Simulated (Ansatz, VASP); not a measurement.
TiCo: VASP beside Ansatz

INCAR

```
SYSTEM = TiCo
ALGO = Normal
EDIFF = 1E-7
ENCUT = 520
GGA = CA
ISIF = 2
ISMEAR = 0
ISPIN = 2
LASPH = .TRUE.
LCHARG = .FALSE.
LMAXMIX = 4
LORBIT = 11
LREAL = .FALSE.
LWAVE = .FALSE.
MAGMOM = 0 0.23
NBANDS = 22
NELM = 150
PREC = Accurate
SIGMA = 0.05
```

File KPOINTS:

```
k-points
0
G
  16 16 16
  0 0 0
```

POSCAR

```
TiCo
1.0
    2.8628423767      0.0000000000      0.0000000000
    0.0000000000      2.8628423767      0.0000000000
    0.0000000000      0.0000000000      2.8628423767
Ti Co
1 1
Direct
    0.0000000000      0.0000000000      0.0000000000
    0.5000000000      0.5000000000      0.5000000000
```

Input for Ansatz:

```yaml
crystal:
  lattice:
    - [2.8628423767, 0.0, 0.0]
    - [0.0, 2.8628423767, 0.0]
    - [0.0, 0.0, 2.8628423767]
  atoms:
    - { symbol: Ti, position: [0.0, 0.0, 0.0] }
    - { symbol: Co, position: [0.5, 0.5, 0.5], spin: 0.23 }
basis:
  ecutwfc: 420
  ecutrho_ratio: 4
kpoints:
  mp_grid: { grid: [16, 16, 16] }
hamiltonian:
  xc: lda
scf:
  occupations: { method: gaussian, width: 0.05 }
output:
  forces: true
  stress: true
  eigenvalues: true
  populations: true
magnetization:
  spin_polarized: true
```

Alike in both runs: task single point; functional LDA; k mesh 16 × 16 × 16; occupations gaussian, width 0.05 eV; collinear spin.

|  | VASP | Ansatz |
| --- | --- | --- |
| version | VASP 6.6.1 | Ansatz 0.2.0 |
| potentials or method | VASP PAW LDA potentials, release 64 (Ti_sv, Co), cutoff 520 eV | scalar-relativistic, plane waves, PAW |
| valence electrons in the cell | 21 | 29 |

```tsv
	VASP	Ansatz	Ansatz less VASP
gap on the k mesh at the Fermi level (eV)	none	none	-
pressure (GPa)	8.9	9.3	+0.39
net moment per atom (μB)	0.01	0.07	+0.067
size of the moment on the site where the two differ most (μB)	0.01	0.14	+0.127
```

LDA's correlation is that of Perdew and Zunger in VASP and of Perdew and Wang (1992) in Ansatz. Site moments also hang on the region over which each program counts them. A gap of «none» marks a metal or a gap that the smearing closes. VASP's potentials hold 21 valence electrons a cell and Ansatz's 29, so a difference there can come from the potentials and not from the codes.
